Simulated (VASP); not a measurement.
# SnO (P1) in VASP: notebook

The runs below take SnO through single point, with LDA.

Everything below comes from runs of VASP 6.6.1. Logs are shortened: lines on timing, memory, paths and dates and some standing lists are left out, and cuts for length are marked.

### 1 The cell of the first run

The typed cell holds 4 atoms: a = 3.355 Å, b = 5.674 Å, c = 4.222 Å, α = 90.00°, β = 90.00°, γ = 90.00°.

### 2 Single point, LDA

INCAR

```
SYSTEM = SnO
PREC     = Accurate       ! precision mode
ENCUT    = 520            ! plane-wave cutoff, eV
EDIFF    = 1E-7           ! SCF threshold, eV
ISMEAR   = 0              ! smearing method
SIGMA    = 0.01           ! smearing width, eV
LREAL    = .FALSE.        ! projectors in reciprocal space
LASPH    = .TRUE.         ! aspherical terms in the spheres
NELM     = 60             ! most SCF steps
ALGO     = Normal         ! electronic algorithm
ISIF     = 2              ! what is computed and relaxed
LWAVE    = .FALSE.        ! write WAVECAR
LCHARG   = .TRUE.         ! write CHGCAR
LELF     = .TRUE.         ! ELF
LVHAR    = .TRUE.       
NBANDS   = 28             ! bands
```

KPOINTS

```
regular mesh
0
G
  4 3 3
  0 0 0
```

POSCAR

```
SnO
1.0
    3.3550050000      0.0000000000      0.0000000000
    0.0000000000      5.6741040000      0.0000000000
    0.0000000000      0.0000000000      4.2219700000
Sn O
2 2
Direct
   -0.0226582716      0.1948708348      0.4939644065
    0.4997759390      0.7380534687      0.0269149168
   -0.0288865161      0.8651507057      0.7244613045
    0.5377663997      0.1117885933      0.2077910337
```

Potentials or basis: VASP PAW LDA potentials, release 64 (Sn_d, O).

Command:

```
$ cat potpaw_LDA.64/Sn_d/POTCAR potpaw_LDA.64/O/POTCAR > POTCAR
$ mpirun -np 1 vasp_std > vasp.out
```

OUTCAR:

```text
SYSTEM = SnO
   PREC = Accurate
   ENCUT = 520
   EDIFF = 1E-7
   ISMEAR = 0
   LREAL = .FALSE.
   LASPH = .TRUE.
   NELM = 60
   ISIF = 2

 ion  position               nearest neighbor table
   1  0.977  0.195  0.494-   4 1.96   3 2.11   4 2.28   2 3.63   2 3.70
   2  0.500  0.738  0.027-   3 2.16   4 2.26   3 2.30   1 3.63   1 3.70
   3  0.971  0.865  0.724-   1 2.11   2 2.16   2 2.30
   4  0.538  0.112  0.208-   1 1.96   2 2.26   1 2.28

  LATTYP: Found a simple orthorhombic cell.
 ALAT       =     3.3550050000
 B/A-ratio  =     1.2584094510
 C/A-ratio  =     1.6912356315

  Lattice vectors:

 A1 = (  -3.3550050000,   0.0000000000,   0.0000000000)
 A2 = (   0.0000000000,   0.0000000000,   4.2219700000)
 A3 = (   0.0000000000,   5.6741040000,   0.0000000000)

Analysis of symmetry for initial positions (statically):
=====================================================================
 Subroutine PRICEL returns:
 Original cell was already a primitive cell.

 Routine SETGRP: Setting up the symmetry group for a
 simple orthorhombic supercell.

 Subroutine GETGRP returns: Found  1 space group operations
 (whereof  1 operations were pure point group operations)
 out of a pool of  8 trial point group operations.

The static configuration has the point symmetry C_1 .

Analysis of symmetry for dynamics (positions and initial velocities):
=====================================================================
 Subroutine PRICEL returns:
 Original cell was already a primitive cell.

 Routine SETGRP: Setting up the symmetry group for a
 simple orthorhombic supercell.

 Subroutine GETGRP returns: Found  1 space group operations
 (whereof  1 operations were pure point group operations)
 out of a pool of  8 trial point group operations.

The dynamic configuration has the point symmetry C_1 .

 Subroutine INISYM returns: Found  1 space group operations
 (whereof  1 operations are pure point group operations),
 and found     1 'primitive' translations

----------------------------------------------------------------------------------------

                                     Primitive cell

  volume of cell :      80.3722

  direct lattice vectors                    reciprocal lattice vectors
     3.355005000  0.000000000  0.000000000     0.298062149  0.000000000  0.000000000
     0.000000000  5.674104000  0.000000000     0.000000000  0.176239279  0.000000000
     0.000000000  0.000000000  4.221970000     0.000000000  0.000000000  0.236856254

  length of vectors
     3.355005000  5.674104000  4.221970000     0.298062149  0.176239279  0.236856254

  position of ions in fractional coordinates (direct lattice)
     0.977341728  0.194870835  0.493964406
     0.499775939  0.738053469  0.026914917
     0.971113484  0.865150706  0.724461304
     0.537766400  0.111788593  0.207791034

  ion indices of the primitive-cell ions
   primitive index   ion index
                 1           1
                 2           2
                 3           3
                 4           4

----------------------------------------------------------------------------------------

 KPOINTS: regular mesh

Automatic generation of k-mesh.
 Grid dimensions read from file:
 generate k-points for:    4    3    3

 Generating k-lattice:

  Cartesian coordinates                     Fractional coordinates (reciprocal lattice)
     0.074515537  0.000000000  0.000000000     0.250000000  0.000000000  0.000000000
     0.000000000  0.058746426  0.000000000     0.000000000  0.333333333  0.000000000
     0.000000000  0.000000000  0.078952085     0.000000000  0.000000000  0.333333333

  Length of vectors
     0.074515537  0.058746426  0.078952085

  Shift w.r.t. Gamma in fractional coordinates (k-lattice)
     0.000000000  0.000000000  0.000000000

 Subroutine IBZKPT returns following result:
 ===========================================

 Found     19 irreducible k-points:

 Following reciprocal coordinates:
            Coordinates               Weight
  0.000000  0.000000  0.000000      1.000000
  0.250000  0.000000  0.000000      2.000000
  0.500000  0.000000  0.000000      1.000000
  0.000000  0.333333  0.000000      2.000000
  0.250000  0.333333  0.000000      2.000000
  0.250000 -0.333333  0.000000      2.000000
[... 11 lines left out ...]
  0.500000  0.333333  0.333333      2.000000
  0.500000 -0.333333  0.333333      2.000000
   k-points           NKPTS =     19   k-points in BZ     NKDIM =     19   number of bands    NBANDS=     28
   number of dos      NEDOS =    301   number of ions     NIONS =      4
   total plane-waves  NPLWV =  37632
   dimension x,y,z NGX =    28 NGY =   42 NGZ =   32
   dimension x,y,z NGXF=    56 NGYF=   84 NGZF=   64
   ions per type =               2   2
   NGX,Y,Z   is equivalent  to a cutoff of  13.87, 12.31, 12.60 a.u.
   NGXF,Y,Z  is equivalent  to a cutoff of  27.75, 24.61, 25.20 a.u.
 SYSTEM =  SnO
   PREC   = accura    normal or accurate (medium, high low for compatibility)
   ISTART =      0    job   : 0-new  1-cont  2-samecut
   ICHARG =      2    charge: 1-file 2-atom 10-const
   ISPIN  =      1    spin polarized calculation?
   LNONCOLLINEAR =      F non collinear calculations
   LSORBIT =      F    spin-orbit coupling
   LASPH  =      T    aspherical Exc in radial PAW
   ENCUT  =  520.0 eV  38.22 Ry    6.18 a.u.   6.24 10.55  7.85*2*pi/ulx,y,z
   NELM   =     60;   NELMIN=  2; NELMDL= -5     # of ELM steps
   EDIFF  = 0.1E-06   stopping-criterion for ELM
   LREAL  =      F    real-space projection
   EDIFFG = 0.1E-05   stopping-criterion for IOM
   NSW    =      0    number of steps for IOM
   IBRION =     -1    ionic relax: 0-MD 1-quasi-New 2-CG
   NFREE  =      0    steps in history (QN), initial steepest desc. (CG)
   ISIF   =      2    stress and relaxation
   ISYM   =      2    0-nonsym 1-usesym 2-fastsym
   POTIM  = 0.5000    time-step for ionic-motion
   TEBEG  =    0.0;   TEEND  =   0.0 temperature during run
   PSTRESS=    0.0 pullay stress
   NELECT =      40.0000    total number of electrons
   NUPDOWN=      -1.0000    fix difference up-down
   EMIN   =  10.00;   EMAX   =-10.00  energy-range for DOS
   EFERMI =   0.00;   METHOD = LEGACY
   ISMEAR =     0;   SIGMA  =   0.01  broadening in eV -4-tet -1-fermi 0-gaus
   EFERMI_NEDOS =   21; number of points for ismear=-14 and -15
   IALGO  =     38    algorithm
   IMIX   =      4    mixing-type and parameters
     AMIX     =   0.40;   BMIX     =  1.00
     AMIX_MAG =   1.60;   BMIX_MAG =  1.00
  volume/ion in A,a.u.               =      20.09       135.59
  Fermi-wavevector in a.u.,A,eV,Ry     =   1.297357  2.451650 22.900458  1.683136
  Thomas-Fermi vector in A             =   2.428755
   LORBIT       =      0    0 simple, 1 ext, 2 COOP (PROOUT), +10 PAW based schemes
   GGA     = CA    functional components
   LHFCALC =     F    Hartree Fock is set to
   AEXX    =    0.0000 exact exchange contribution
   IVDW    =     0    specifies the selected vdW correction
   LEPSILON=     F    determine dielectric tensor
   LRPA    =     F    only Hartree local field effects (RPA)
 non-spin polarized calculation
 Gauss-broadening in eV      SIGMA  =   0.01
  energy-cutoff  :      520.00
  volume of cell :       80.37
 maximum number of plane-waves:      2172
 NGX is ok and might be reduce to    28
   NGX = 13   NGY = 21   NGZ = 15

 number of electron      40.0000013 magnetization

 Free energy of the ion-electron system (eV)
  ---------------------------------------------------
  ext. energy  EPLUGINS =         0.00000000
  ---------------------------------------------------
  free energy    TOTEN  =       -24.79292316 eV

  energy without entropy =      -24.79292316  energy(sigma->0) =      -24.79292316

 E-fermi :   4.4228     XC(G=0):  -9.9742

 val. band max:        4.3608205848   @ k =   0.0000   0.0000   0.0000
 cond. band min:       5.9425109105   @ k =   0.5000   0.3333   0.0000
 fundamental gap:      1.5816903257
 Fermi energy:         4.4228035554

 k-point     1 :       0.0000    0.0000    0.0000
  band No.  band energies     occupation
      1     -16.6287      2.00000
      2     -16.4058      2.00000
      3     -16.3540      2.00000
      4     -16.2909      2.00000
      5     -16.2648      2.00000
      6     -16.2165      2.00000
[... 20 lines left out ...]
     27      13.6739      0.00000
     28      13.7341      0.00000

 k-point     2 :       0.2500    0.0000    0.0000
  band No.  band energies     occupation
      1     -16.6115      2.00000
      2     -16.4440      2.00000
      3     -16.3657      2.00000
      4     -16.3194      2.00000
      5     -16.2616      2.00000
      6     -16.2252      2.00000
[... 20 lines left out ...]
     27      12.7747      0.00000
     28      14.1696      0.00000

 k-point     3 :       0.5000    0.0000    0.0000
  band No.  band energies     occupation
      1     -16.6074      2.00000
      2     -16.5658      2.00000
      3     -16.3632      2.00000
      4     -16.3147      2.00000
      5     -16.2558      2.00000
      6     -16.2162      2.00000
[... 20 lines left out ...]
     27      13.8367      0.00000
     28      14.1593      0.00000

 k-point     4 :       0.0000    0.3333    0.0000
  band No.  band energies     occupation
      1     -16.6232      2.00000
      2     -16.4052      2.00000
      3     -16.3539      2.00000
      4     -16.2909      2.00000
      5     -16.2627      2.00000
      6     -16.2202      2.00000
[... 423 lines left out ...]
     27      14.0107      0.00000
     28      14.7351      0.00000

 k-point    18 :       0.5000    0.3333    0.3333
  band No.  band energies     occupation
      1     -16.6220      2.00000
      2     -16.5853      2.00000
      3     -16.3625      2.00000
      4     -16.3107      2.00000
      5     -16.2588      2.00000
      6     -16.2153      2.00000
[... 20 lines left out ...]
     27      13.1172      0.00000
     28      14.1498      0.00000

 k-point    19 :       0.5000   -0.3333    0.3333
  band No.  band energies     occupation
      1     -16.6241      2.00000
      2     -16.5829      2.00000
      3     -16.3628      2.00000
      4     -16.3115      2.00000
      5     -16.2620      2.00000
      6     -16.2161      2.00000
[... 20 lines left out ...]
     27      13.8156      0.00000
     28      14.1739      0.00000

------------------------ aborting loop because EDIFF is reached ----------------------------------------

  FORCE on cell =-STRESS in cart. coord.  units (eV):
  Direction    XX          YY          ZZ          XY          YZ          ZX
  --------------------------------------------------------------------------------------
  -------------------------------------------------------------------------------------
  Total       -1.9254038     -2.4459057     -1.7737542      0.2527537      1.2666596      1.2842979
  in kB      -38.3819287    -48.7578656    -35.3588726      5.0385143     25.2502049     25.6018137
  external PRESSURE =     -40.8328889 kB  Pullay stress =       0.0000000 kB

 VOLUME and BASIS-vectors are now :
 -----------------------------------------------------------------------------
  energy-cutoff  :      520.00
  volume of cell :       80.37
      direct lattice vectors                 reciprocal lattice vectors
     3.355005000  0.000000000  0.000000000     0.298062149  0.000000000  0.000000000
     0.000000000  5.674104000  0.000000000     0.000000000  0.176239279  0.000000000
     0.000000000  0.000000000  4.221970000     0.000000000  0.000000000  0.236856254

 POSITION                                       TOTAL-FORCE (eV/Angst)
 -----------------------------------------------------------------------------------
      3.27899      1.10572      2.08550         1.397579      0.772758      1.062077
      1.67675      4.18779      0.11363        -0.107445      1.274384     -0.762321
      3.25809      4.90896      3.05865         0.431255     -0.493829      0.416512
      1.80421      0.63430      0.87729        -1.721389     -1.553313     -0.716268
 -----------------------------------------------------------------------------------
    total drift:                                0.000435     -0.000294      0.000835

  FREE ENERGIE OF THE ION-ELECTRON SYSTEM (eV)
  ---------------------------------------------------
  free  energy   TOTEN  =       -24.7929231615 eV

  energy  without entropy=      -24.7929231615  energy(sigma->0) =      -24.79292316
```

Run time: 29 s. Hardware: 1 thread of Intel Xeon Platinum 8488C (Sapphire Rapids), shared host; peak memory 0.17 GiB.

What came out:

```
Free energy            : -24.7929 eV
Pressure               : -4.1 GPa
Largest force          : 2.427 eV/Å
Band gap on the k mesh : 1.58 eV, indirect (least direct gap 1.62 eV)
```

Forces on the atoms (eV/Å):
```
Sn   1.398  0.773  1.062
Sn  -0.107  1.274 -0.762
O    0.431 -0.494  0.417
O   -1.721 -1.553 -0.716
```

Stress tensor (GPa, compression positive):
```
-3.84  0.50  2.56
 0.50 -4.88  2.53
 2.56  2.53 -3.54
```

Levels at points of the mesh, in eV from the valence-band top:
```tsv
k point	band 18	band 19	band 20	band 21	band 22	band 23
(0.00, 0.00, 0.00)	-2.45	-2.04	0.00	2.79	3.35	5.47
(0.50, 0.00, 0.00)	-2.31	-1.32	-0.61	2.01	2.97	4.92
```

Caveat: the k points lie up to 0.50 Å⁻¹ apart; spin-orbit coupling is left out, which moves the levels of the heavy elements; forces of over 1 eV/Å act on the atoms, so gaps and moduli don't describe the material at rest.

(Continued in part 2 of 2.)
